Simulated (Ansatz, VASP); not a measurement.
## One calculation of CuI, two programs

```
Cu I
1.0
     0.00000    3.06909    3.06909
     3.06909    0.00000    3.06909
     3.06909    3.06909    0.00000
Cu I
1 1
Direct
  0.25000 0.25000 0.25000
  0.00000 0.00000 0.00000
```

Alike in both runs: task single point; functional PBE; k mesh 8 × 8 × 8; occupations gaussian, width 0.02 eV; no spin polarisation.

```csv
,VASP,Ansatz
version,VASP 6.6.1,Ansatz 0.2.0
potentials or method,"VASP PAW PBE potentials, release 64 (Cu, I), cutoff 520 eV","scalar-relativistic, plane waves, PAW"
valence electrons in the cell,18,36
```

Ansatz gave:

```
gap on the k mesh at the Fermi level (eV) : 1.03
least direct gap on the mesh (eV)         : 1.03
pressure (GPa)                            : -1.0
```

Q: Estimate VASP's values.

A: gap on the k mesh at the Fermi level (eV): 1.05; least direct gap on the mesh (eV): 1.05; pressure (GPa): -0.7.

VASP's potentials hold 18 valence electrons a cell and Ansatz's 36, so a difference there can come from the potentials and not from the codes.

Spin-orbit coupling is off throughout.
